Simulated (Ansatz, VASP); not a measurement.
Two plane-wave programs on La2O3

```
CELL_PARAMETERS angstrom
3.93078 0.00000 0.00000
-1.96539 3.40415 0.00000
0.00000 0.00000 6.11195
ATOMIC_POSITIONS crystal
La 0.66667 0.33333 0.75376
La 0.33333 0.66667 0.24624
O 0.66667 0.33333 0.35411
O 0.33333 0.66667 0.64589
O 0.00000 0.00000 0.00000
```

Alike in both runs: task relaxation of cell and atoms; functional r2SCAN; k mesh 6 × 6 × 4; occupations gaussian, width 0.02 eV; no spin polarisation.

```csv
,VASP,Ansatz
version,VASP 6.6.1,Ansatz 0.2.0
potentials or method,"VASP PAW PBE potentials, release 64 (La, O), cutoff 600 eV","scalar-relativistic, plane waves, PAW"
valence electrons in the cell,40,40
```

|  | VASP | Ansatz | Ansatz less VASP |
| --- | --- | --- | --- |
| gap on the k mesh at the Fermi level, each at its own relaxed structure (eV) | 4.25 | 4.23 | -0.019 |
| relaxed volume (Å³/atom) | 16.36 | 16.43 | +0.075 |
| relaxed length of the cell vector where the two differ most in proportion (Å) | 6.116 | 6.126 | +0.0102 |

VASP's potentials were made for PBE, not for r2SCAN.

Spin-orbit coupling is off throughout.
